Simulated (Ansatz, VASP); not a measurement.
**KTaO3: VASP beside Ansatz**

Contents of INCAR:

```
PREC = Accurate
ENCUT = 520
EDIFF = 1E-7
ISMEAR = -1
SIGMA = 0.01
LREAL = F
LASPH = T
NELM = 80
ALGO = Normal
ISIF = 2
LWAVE = F
LCHARG = F
GGA = PE
NBANDS = 27
```

File KPOINTS:

```
regular mesh
0
Gamma
  5 5 5
```

File POSCAR:

```
KTaO3
1.0
    4.0680660000      0.0000000000      0.0000000000
    0.0000000000      4.0680660000      0.0000000000
    0.0000000000      0.0000000000      3.9883000000
K Ta O
1 1 3
Direct
    0.5000000000      0.5000000000      0.5000000000
    0.0000000000      0.0000000000      0.0000000000
    0.5000000000      0.0000000000      0.0000000000
    0.0000000000      0.5000000000      0.0000000000
    0.0000000000      0.0000000000      0.5000000000
```

Input for Ansatz:

```yaml
crystal:
  lattice:
    - [4.068066, 0.0, 0.0]
    - [0.0, 4.068066, 0.0]
    - [0.0, 0.0, 3.9883]
  atoms:
    - { symbol: K, position: [0.5, 0.5, 0.5] }
    - { symbol: Ta, position: [0.0, 0.0, 0.0] }
    - { symbol: O, position: [0.5, 0.0, 0.0] }
    - { symbol: O, position: [0.0, 0.5, 0.0] }
    - { symbol: O, position: [0.0, 0.0, 0.5] }
kpoints:
  mp_grid: { grid: [5, 5, 5] }
  band_path:
    path:
      - [0.0, 0.0, 0.0]
      - [0.0, 0.5, 0.0]
      - [0.5, 0.5, 0.0]
      - [0.0, 0.0, 0.0]
      - [0.0, 0.0, 0.5]
      - [0.0, 0.5, 0.5]
      - [0.5, 0.5, 0.5]
      - [0.0, 0.0, 0.5]
      - [0.0, 0.5, 0.0]
    npoints: 5
scf:
  occupations: { method: fermi_dirac, width: 0.01 }
hamiltonian:
  xc: pbe
  pseudopotentials: { kind: all_electron, lapw: { basis_error: 0.0005 } }
output:
  forces: true
  stress: true
  eigenvalues: true
```

Change from the starting cell: equal xx and yy strain of +2 %.

Alike in both runs: task single point; functional PBE; k mesh 5 × 5 × 5; occupations fermi-dirac, width 0.01 eV; no spin polarisation.

|  | VASP | Ansatz |
| --- | --- | --- |
| version | VASP 6.6.1 | Ansatz 0.2.0 |
| potentials or method | VASP PAW PBE potentials, release 64 (K_sv, Ta_pv, O), cutoff 520 eV | all-electron LAPW, scalar-relativistic |

VASP gave:

```
gap on the k mesh at the Fermi level (eV)                     : 2.17
pressure (GPa)                                                : -1.6
traceless stress, the component that is largest in VASP (GPa) : 4.45
```

Estimate Ansatz's values.

gap on the k mesh at the Fermi level (eV): 2.22; pressure (GPa): -2.0; traceless stress, the component that is largest in VASP (GPa): 4.37.

Ansatz ran all-electron here, and VASP with PAW potentials.

Spin-orbit coupling is off throughout.
